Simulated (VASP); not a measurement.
# InSb (P4/mmm) in VASP: a series of runs, part 2 of 2

VASP 6.6.1.

### 4 Single point, PBE

This run uses another cell than the first one, of the same volume but with other edges.

The input, INCAR:

```
ALGO     = Normal         # electronic algorithm
EDIFF    = 1E-6           # SCF threshold, eV
ENCUT    = 520            # plane-wave cutoff, eV
GGA      = PE             # functional
ISIF     = 2              # what is computed and relaxed
ISMEAR   = 0              # smearing method
LASPH    = T              # aspherical terms in the spheres
LCHARG   = F              # write CHGCAR
LREAL    = F              # projectors in reciprocal space
LWAVE    = F              # write WAVECAR
NBANDS   = 16             # bands
NELM     = 100            # most SCF steps
PREC     = Accurate       # precision mode
SIGMA    = 0.15           # smearing width, eV
```

The input, KPOINTS:

```
k-points
0
Gamma
  18 18 10
```

The input, POSCAR:

```
InSb
1.0
    3.1633676196      0.0000000000      0.0000000000
    0.0000000000      3.1633676196      0.0000000000
    0.0000000000      0.0000000000      5.8793934763
In Sb
1 1
Direct
    0.0000000000      0.0000000000      0.0000000000
    0.0000000000      0.0000000000      0.5000000000
```

On the command line:

```
$ cat potpaw_PBE.64/In_d/POTCAR potpaw_PBE.64/Sb/POTCAR > POTCAR
$ mpirun -np 1 vasp_std > vasp.out
```

Run time: 5.1 min. Hardware: 1 thread of Intel Xeon 8259CL, shared host; peak memory 0.43 GiB.

It converged, with:

| Quantity | Value |
| --- | --- |
| Free energy | -6.5107 eV |
| Pressure | 0.8 GPa |
| Band gap on the k mesh | zero (bands 9 and 10 overlap by 5.14 eV) |

Stress tensor (GPa, compression positive):
```
-1.67  0.00  0.00
 0.00 -1.67  0.00
 0.00  0.00  5.80
```

Levels at points of the mesh, in eV from the Fermi level:
| k point | band 6 | band 7 | band 8 | band 9 | band 10 | band 11 | band 12 | band 13 |
| --- | --- | --- | --- | --- | --- | --- | --- | --- |
| (0.00, 0.00, 0.00) | -11.42 | -6.26 | -4.60 | 3.54 | 3.54 | 6.78 | 7.31 | 8.00 |
| (0.50, 0.00, 0.00) | -9.08 | -4.87 | -3.13 | -2.60 | -1.12 | 3.11 | 5.39 | 9.18 |
| (0.50, 0.50, 0.00) | -6.64 | -2.92 | -2.92 | -0.73 | 0.39 | 1.18 | 1.18 | 2.66 |
| (0.00, 0.00, 0.50) | -11.23 | -8.08 | 0.03 | 0.99 | 3.83 | 3.83 | 7.33 | 7.33 |
| (0.50, 0.00, 0.50) | -9.00 | -5.21 | -4.45 | -2.31 | 2.38 | 3.54 | 5.66 | 6.51 |
| (0.50, 0.50, 0.50) | -6.63 | -2.58 | -2.58 | -2.40 | 0.13 | 0.13 | 3.10 | 4.44 |

Caveat: the stress differs along the axes, from -2 to 6 GPa; spin-orbit coupling is left out, which moves the levels of the heavy elements.

### 5 Single point, PBE

This run uses another cell than the first one, of the same volume but with other edges.

The input, INCAR:

```
PREC     = Accurate       # precision mode
ENCUT    = 520            # plane-wave cutoff, eV
EDIFF    = 1E-6           # SCF threshold, eV
ISMEAR   = 0              # smearing method
SIGMA    = 0.15           # smearing width, eV
LREAL    = False          # projectors in reciprocal space
LASPH    = True           # aspherical terms in the spheres
NELM     = 100            # most SCF steps
ALGO     = Normal         # electronic algorithm
ISIF     = 2              # what is computed and relaxed
LWAVE    = False          # write WAVECAR
LCHARG   = False          # write CHGCAR
GGA      = PE             # functional
NBANDS   = 16             # bands
```

The input, KPOINTS:

```
regular mesh
0
Gamma
  18 18 10
```

The input, POSCAR:

```
InSb
1.0
    2.9804468321      0.0000000000      0.0000000000
    0.0000000000      2.9804468321      0.0000000000
    0.0000000000      0.0000000000      6.6232187346
In Sb
1 1
Direct
    0.0000000000      0.0000000000      0.0000000000
    0.0000000000      0.0000000000      0.5000000000
```

Potentials or basis: VASP PAW PBE potentials, release 64 (In_d, Sb).

On the command line:

```
$ cat potpaw_PBE.64/In_d/POTCAR potpaw_PBE.64/Sb/POTCAR > POTCAR
$ mpirun -np 1 vasp_std > vasp.out
```

OUTCAR:

```text
PREC = Accurate
   ENCUT = 520
   EDIFF = 1E-6
   ISMEAR = 0
   LREAL = False
   LASPH = True
   NELM = 100
   ISIF = 2
   GGA = PE

 ion  position               nearest neighbor table
   1  0.000  0.000  0.000-   2 3.31   2 3.31
   2  0.000  0.000  0.500-   1 3.31   1 3.31

  LATTYP: Found a simple tetragonal cell.
 ALAT       =     2.9804468321
 C/A-ratio  =     2.2222234140

  Lattice vectors:

 A1 = (   2.9804468321,   0.0000000000,   0.0000000000)
 A2 = (   0.0000000000,   2.9804468321,   0.0000000000)
 A3 = (   0.0000000000,   0.0000000000,   6.6232187346)

Analysis of symmetry for initial positions (statically):
=====================================================================
 Subroutine PRICEL returns:
 Original cell was already a primitive cell.

 Routine SETGRP: Setting up the symmetry group for a
 simple tetragonal supercell.

 Subroutine GETGRP returns: Found 16 space group operations
 (whereof 16 operations were pure point group operations)
 out of a pool of 16 trial point group operations.

The static configuration has the point symmetry D_4h.
[... 159 lines left out ...]

  energy without entropy =       -6.46082413  energy(sigma->0) =       -6.46752950

 E-fermi :   6.6841     XC(G=0):  -9.6371

 val. band max:        6.6818953657   @ k =   0.2222   0.1111   0.2000
 cond. band min:       6.6845292121   @ k =   0.3889   0.2778   0.3000
 fundamental gap:      0.0026338464
 Fermi energy:         6.6840978892

 k-point     1 :       0.0000    0.0000    0.0000
  band No.  band energies     occupation
      1      -8.4019      2.00000
      2      -8.1117      2.00000
      3      -7.6902      2.00000
      4      -7.6902      2.00000
      5      -7.5651      2.00000
      6      -5.1771      2.00000
[... 433 lines left out ...]
      3      -7.7825      2.00000
      4      -7.7510      2.00000
      5      -7.7051      2.00000
      6      -3.1951      2.00000
[... 8 lines left out ...]
     15      15.9692      0.00000
     16      17.9261      0.00000

 [... further k-points ...]

------------------------ aborting loop because EDIFF is reached ----------------------------------------

  FORCE on cell =-STRESS in cart. coord.  units (eV):
  Direction    XX          YY          ZZ          XY          YZ          ZX
  --------------------------------------------------------------------------------------
  -------------------------------------------------------------------------------------
  Total        1.6808596      1.6808596     -1.3848683      0.0000000     -0.0000000     -0.0000000
  in kB       45.7730824     45.7730824    -37.7126642      0.0000000     -0.0000000     -0.0000000
  external PRESSURE =      17.9445002 kB  Pullay stress =       0.0000000 kB

 VOLUME and BASIS-vectors are now :
 -----------------------------------------------------------------------------
  energy-cutoff  :      520.00
  volume of cell :       58.83
      direct lattice vectors                 reciprocal lattice vectors
     2.980446832  0.000000000  0.000000000     0.335520161  0.000000000  0.000000000
     0.000000000  2.980446832  0.000000000     0.000000000  0.335520161  0.000000000
     0.000000000  0.000000000  6.623218735     0.000000000  0.000000000  0.150983991

 POSITION                                       TOTAL-FORCE (eV/Angst)
 -----------------------------------------------------------------------------------
      0.00000      0.00000      0.00000         0.000000      0.000000      0.000000
      0.00000      0.00000      3.31161         0.000000      0.000000      0.000000
 -----------------------------------------------------------------------------------
    total drift:                                0.000000     -0.000000      0.000000

  FREE ENERGIE OF THE ION-ELECTRON SYSTEM (eV)
  ---------------------------------------------------
  free  energy   TOTEN  =        -6.4742348796 eV

  energy  without entropy=       -6.4608241260  energy(sigma->0) =       -6.46752950
```

stdout:

```text
POSCAR found type information on POSCAR InSb
 POSCAR found :  2 types and       2 ions
 scaLAPACK will be used
 LDA part: xc-table for (Slater+PW92), standard interpolation
 POSCAR, INCAR and KPOINTS ok, starting setup
 FFT: planning ... GRIDC
 FFT: planning ... GRID_SOFT
 FFT: planning ... GRID
 WAVECAR not read
 entering main loop
```

It took 5.4 min on 1 thread of Intel Xeon 8259CL, shared host; peak memory 0.44 GiB.

What came out:

```yaml
Free_energy: -6.4742 eV
Pressure: 1.8 GPa
Band_gap_on_the_k_mesh: zero (bands 9 and 10 overlap by 5.38 eV)
```

Caveat: the stress differs along the axes, from -4 to 5 GPa; spin-orbit coupling is left out, which moves the levels of the heavy elements.

### 6 Single point, PBE

This run uses another cell than the first one, of the same volume but with other edges.

The input, INCAR:

```
SYSTEM = InSb
  PREC = Accurate
  ENCUT = 520
  EDIFF = 1E-6
  ISMEAR = 0
  SIGMA = 0.15
  LREAL = .False.
  LASPH = .True.
  NELM = 100
  ALGO = Normal
  ISIF = 2
  LWAVE = .False.
  LCHARG = .True.
  GGA = PE
  LELF = .True.
  LVHAR = .True.
  NBANDS = 16
```

The input, KPOINTS:

```
regular mesh
0
Gamma
  18 18 10
  0 0 0
```

The input, POSCAR:

```
InSb
1.0
    3.1188072105      0.0000000000      0.0000000000
    0.0000000000      3.1188072105      0.0000000000
    0.0000000000      0.0000000000      6.0485990460
In Sb
1 1
Direct
    0.0000000000      0.0000000000      0.0000000000
    0.0000000000      0.0000000000      0.5000000000
```

Potentials or basis: VASP PAW PBE potentials, release 64 (In_d, Sb).

On the command line:

```
$ cat potpaw_PBE.64/In_d/POTCAR potpaw_PBE.64/Sb/POTCAR > POTCAR
$ mpirun -np 1 vasp_std > vasp.out
```

It took 5.1 min on 1 thread of Intel Xeon 8259CL, shared host; peak memory 0.44 GiB.

The run converged. Its results:

```
Free energy            : -6.5660 eV
Pressure               : 0.4 GPa
Band gap on the k mesh : zero (bands 9 and 10 overlap by 5.45 eV)
```

Stress tensor (GPa, compression positive):
```
-0.65  0.00  0.00
 0.00 -0.65  0.00
 0.00  0.00  2.57
```

Levels at points of the mesh, in eV from the Fermi level:
```tsv
k point	band 6	band 7	band 8	band 9	band 10	band 11	band 12	band 13
(0.00, 0.00, 0.00)	-11.44	-6.55	-4.55	3.92	3.92	5.95	7.59	8.34
(0.50, 0.00, 0.00)	-8.95	-4.89	-3.23	-2.39	-1.35	3.06	5.93	8.45
(0.50, 0.50, 0.00)	-6.31	-2.84	-2.84	-0.35	0.50	1.09	1.09	2.76
(0.00, 0.00, 0.50)	-11.28	-8.06	-0.45	0.59	4.15	4.15	7.68	7.73
(0.50, 0.00, 0.50)	-8.88	-4.98	-4.55	-2.34	2.01	3.29	6.13	6.13
(0.50, 0.50, 0.50)	-6.31	-2.57	-2.57	-1.95	0.24	0.24	3.14	4.55
```

Caveat: spin-orbit coupling is left out, which moves the levels of the heavy elements.

### 7 Single point, PBE

This run uses another cell than the first one, of the same volume but with other edges.

The input, INCAR:

```
PREC = Accurate ; ENCUT = 520
EDIFF = 1E-7 ; ISMEAR = 0
SIGMA = 0.15 ; LREAL = F
LASPH = T ; NELM = 80
ALGO = Normal ; ISIF = 2
LWAVE = F ; LCHARG = F
GGA = PE ; NBANDS = 16
```

The input, KPOINTS:

```
Automatic mesh
0
Gamma
  18 18 10
```

The input, POSCAR:

```
InSb
1.0
    3.0270238371      0.0000000000      0.0000000000
    0.0000000000      3.0270238371      0.0000000000
    0.0000000000      0.0000000000      6.4209630980
In Sb
1 1
Direct
    0.0000000000      0.0000000000      0.0000000000
    0.0000000000      0.0000000000      0.5000000000
```

On the command line:

```
$ cat potpaw_PBE.64/In_d/POTCAR potpaw_PBE.64/Sb/POTCAR > POTCAR
$ mpirun -np 1 vasp_std > vasp.out
```

It took 5 min on 1 thread of Intel Xeon 8259CL, shared host; peak memory 0.43 GiB.

Results (log left out):

```
Free energy            : -6.5482 eV
Pressure               : 1.0 GPa
Band gap on the k mesh : zero (bands 9 and 10 overlap by 6.06 eV)
```

Stress tensor (GPa, compression positive):
```
 2.48  0.00  0.00
 0.00  2.48  0.00
 0.00  0.00 -2.10
```

Levels at points of the mesh, in eV from the Fermi level:
| k point | band 7 | band 8 | band 9 | band 10 | band 11 | band 12 |
| --- | --- | --- | --- | --- | --- | --- |
| (0.00, 0.00, 0.00) | -7.13 | -4.53 | 4.24 | 4.62 | 4.62 | 7.77 |
| (0.50, 0.00, 0.00) | -5.07 | -3.38 | -2.02 | -1.82 | 2.95 | 6.96 |
| (0.50, 0.50, 0.00) | -2.81 | -2.81 | 0.38 | 0.82 | 0.93 | 0.93 |
| (0.00, 0.00, 0.50) | -8.10 | -1.43 | -0.19 | 4.74 | 4.74 | 8.10 |
| (0.50, 0.00, 0.50) | -4.87 | -4.57 | -2.43 | 1.29 | 2.83 | 5.39 |
| (0.50, 0.50, 0.50) | -2.67 | -2.67 | -1.06 | 0.42 | 0.42 | 3.13 |

Caveat: spin-orbit coupling is left out, which moves the levels of the heavy elements.

### 8 Summary

| cell | gap on the mesh (eV) | pressure (GPa) |
| --- | --- | --- |
| a = 3.248, b = 3.248, c = 5.577 Å, 2 atoms | none | 2.9 |
| a = 2.895, b = 2.895, c = 7.019 Å, 2 atoms | none | 4.4 |
| a = 3.163, b = 3.163, c = 5.879 Å, 2 atoms | none | 0.8 |
| a = 2.980, b = 2.980, c = 6.623 Å, 2 atoms | none | 1.8 |
| a = 3.119, b = 3.119, c = 6.049 Å, 2 atoms | none | 0.4 |
| a = 3.027, b = 3.027, c = 6.421 Å, 2 atoms | none | 1.0 |

Alike in all rows: task single point; level PBE; potentials or basis VASP PAW PBE potentials, release 64 (In_d, Sb); no spin polarisation; k mesh 18 × 18 × 10; cutoff (eV) 520; smearing gaussian 0.15 eV.

Caveats: spin-orbit coupling is left out, which moves the levels of the heavy elements; the stress differs along the axes, from -3 to 15 GPa (at least some runs); the stress differs along the axes, from -5 to 9 GPa (at least some runs); the stress differs along the axes, from -2 to 6 GPa (at least some runs); the stress differs along the axes, from -4 to 5 GPa (at least some runs).

Total energies depend on the potentials used, so only differences within one code and one set of settings carry meaning.
